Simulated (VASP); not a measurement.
Wanted: the native input for a VASP 6.6.1 run.

```
Task                               : single point
Functional                         : PBE-based screened hybrid with 40 % exact exchange
Potentials or basis                : VASP PAW PBE potentials, release 64 (K_sv, Br)
Cutoff                             : 520 eV
k mesh                             : 4 × 4 × 4
Occupations                        : gaussian, width 0.01 eV
Spin                               : no spin polarisation
Dipole correction                  : no
Grid for exact exchange (PRECFOCK) : Normal
Share of exact exchange            : 0.4
Further INCAR settings             : ALGO = Normal; EDIFF = 1e-06; NBANDS = 15
Screening parameter                : 0.2078 1/Å
```

KBr:

```
CELL_PARAMETERS angstrom
0.00000 3.30244 3.30244
3.30244 0.00000 3.30244
3.30244 3.30244 0.00000
ATOMIC_POSITIONS crystal
K 0.00000 0.00000 0.00000
Br 0.50000 0.50000 0.50000
```

The input as run:

POSCAR

```
KBr
1.0
    0.0000000000      3.3024386828      3.3024386828
    3.3024386828      0.0000000000      3.3024386828
    3.3024386828      3.3024386828      0.0000000000
K Br
1 1
Direct
    0.0000000000      0.0000000000      0.0000000000
    0.5000000000      0.5000000000      0.5000000000
```

INCAR.step1

```
SYSTEM = KBr
PREC     = Accurate       ! precision mode
ENCUT    = 520            ! plane-wave cutoff, eV
EDIFF    = 1E-5           ! SCF threshold, eV
ISMEAR   = 0              ! smearing method
SIGMA    = 0.01           ! smearing width, eV
LREAL    = .False.        ! projectors in reciprocal space
LASPH    = .True.         ! aspherical terms in the spheres
NELM     = 100            ! most SCF steps
ALGO     = Normal         ! electronic algorithm
ISIF     = 2              ! what is computed and relaxed
LWAVE    = .True.         ! write WAVECAR
NBANDS   = 15             ! bands
GGA      = PE             ! functional
```

INCAR.step2

```
SYSTEM = KBr
PREC     = Accurate       ! precision mode
ENCUT    = 520            ! plane-wave cutoff, eV
EDIFF    = 1E-6           ! SCF threshold, eV
ISMEAR   = 0              ! smearing method
SIGMA    = 0.01           ! smearing width, eV
LREAL    = .False.        ! projectors in reciprocal space
LASPH    = .True.         ! aspherical terms in the spheres
NELM     = 100            ! most SCF steps
ALGO     = Normal         ! electronic algorithm
ISIF     = 2              ! what is computed and relaxed
LWAVE    = .False.        ! write WAVECAR
LCHARG   = .True.         ! write CHGCAR
GGA      = PE             ! functional
LHFCALC  = .True.         ! exact exchange
AEXX     = 0.4            ! exact-exchange fraction
HFSCREEN = 0.2078         ! screening, 1/A
PRECFOCK = Normal       
LELF     = .True.         ! ELF
LVHAR    = .True.       
NBANDS   = 15             ! bands
ISTART   = 1
```

KPOINTS

```
regular mesh
0
Gamma
  4 4 4
  0 0 0
```

Potentials or basis: VASP PAW PBE potentials, release 64 (K_sv, Br).

Run with:

```sh
$ cat potpaw_PBE.64/K_sv/POTCAR potpaw_PBE.64/Br/POTCAR > POTCAR
$ cp INCAR.step1 INCAR
$ mpirun -np 1 vasp_std > vasp.out
$ cp INCAR.step2 INCAR
$ mpirun -np 1 vasp_std > vasp.out
```

Results of the run:

```json
{"Pressure": "0.3 GPa", "Band gap on the k mesh": "6.31 eV"}
```

Caveat: the PAW data sets were made with another functional, which shifts forces and pressure a little.

It took 18 min on 1 thread of Oxide Virtual Turin-like Processor, on a shared host, peak memory 0.28 GiB.
